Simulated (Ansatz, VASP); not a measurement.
## SiGe3 in VASP and in Ansatz

```
CELL_PARAMETERS angstrom
1.98389 1.14540 6.46719
-1.98389 1.14540 6.46719
0.00000 -2.29080 6.46719
ATOMIC_POSITIONS crystal
Si 0.00009 0.00009 0.00009
Ge 0.50005 0.50005 0.50005
Ge 0.37341 0.37341 0.37341
Ge 0.87646 0.87646 0.87646
```

Alike in both runs: task single point; functional PBE; k mesh 4 × 4 × 4; occupations fermi-dirac, width 0.02 eV; non-collinear spin, spin-orbit coupling.

|  | VASP | Ansatz |
| --- | --- | --- |
| version | VASP 6.6.1 | Ansatz 0.2.0 |
| potentials or method | VASP PAW PBE potentials, release 64 (Si, Ge_d) | plane waves, PAW |
| plane-wave cutoff (eV) | 520 | 420 |
| valence electrons in the cell | 46 | 46 |

|  | VASP | Ansatz | Ansatz less VASP |
| --- | --- | --- | --- |
| net moment per atom (μB) | 0.00 | 0.00 | 0.000 |

Ansatz's warnings: optics gap not shown off mesh.

The k mesh is coarse, so the values compare programs but aren't converged.
